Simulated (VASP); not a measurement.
Set up this calculation in VASP 6.6.1, as the native input.

```
Task                   : single point
Functional             : PBE
Potentials or basis    : VASP PAW PBE potentials, release 64 (Hg, S)
Cutoff                 : 520 eV
k mesh                 : 8 × 8 × 8
Occupations            : gaussian, width 0.1 eV
Spin                   : no spin polarisation
Dipole correction      : no
Further INCAR settings : ALGO = Normal; EDIFF = 1e-07; NBANDS = 35
```

The structure of Hg4S lies in POSCAR:

```
Hg4S
1.0
   -3.3368207691      3.3368207691      3.3368207691
    3.3368207691     -3.3368207691      3.3368207691
    3.3368207691      3.3368207691     -3.3368207691
Hg S
4 1
Direct
    0.5000000000      0.5000000000      0.5000000000
    0.5000000000      0.0000000000      0.0000000000
    0.0000000000      0.0000000000      0.5000000000
    0.0000000000      0.5000000000      0.0000000000
    0.0000000000      0.0000000000      0.0000000000
```

The cell was generated, and may not be a known phase.

One way to write it, as run:

INCAR

```
SYSTEM = Hg4S
ALGO     = Normal         ! electronic algorithm
EDIFF    = 1E-7           ! SCF threshold, eV
ENCUT    = 520            ! plane-wave cutoff, eV
GGA      = PE             ! functional
ISIF     = 2              ! what is computed and relaxed
ISMEAR   = 0              ! smearing method
LASPH    = .True.         ! aspherical terms in the spheres
LCHARG   = .False.        ! write CHGCAR
LREAL    = .False.        ! projectors in reciprocal space
LWAVE    = .False.        ! write WAVECAR
NBANDS   = 35             ! bands
NELM     = 80             ! most SCF steps
PREC     = Accurate       ! precision mode
SIGMA    = 0.1            ! smearing width, eV
```

KPOINTS

```
k-points
0
Gamma
  8 8 8
  0 0 0
```

Potentials or basis: VASP PAW PBE potentials, release 64 (Hg, S).

Launch:

```sh
$ cat potpaw_PBE.64/Hg/POTCAR potpaw_PBE.64/S/POTCAR > POTCAR
$ mpirun -np 1 vasp_std > vasp.out
```

Results of the run:

* Pressure: 0.2 GPa
* Band gap on the k mesh: zero (bands 27 and 28 overlap by 1.80 eV)

Caveat: spin-orbit coupling is left out, which moves the levels of the heavy elements.

Run time: 110 s on 1 thread of AMD EPYC 9R45 96-Core Processor (Zen 5) (shared host), peak memory 0.34 GiB.
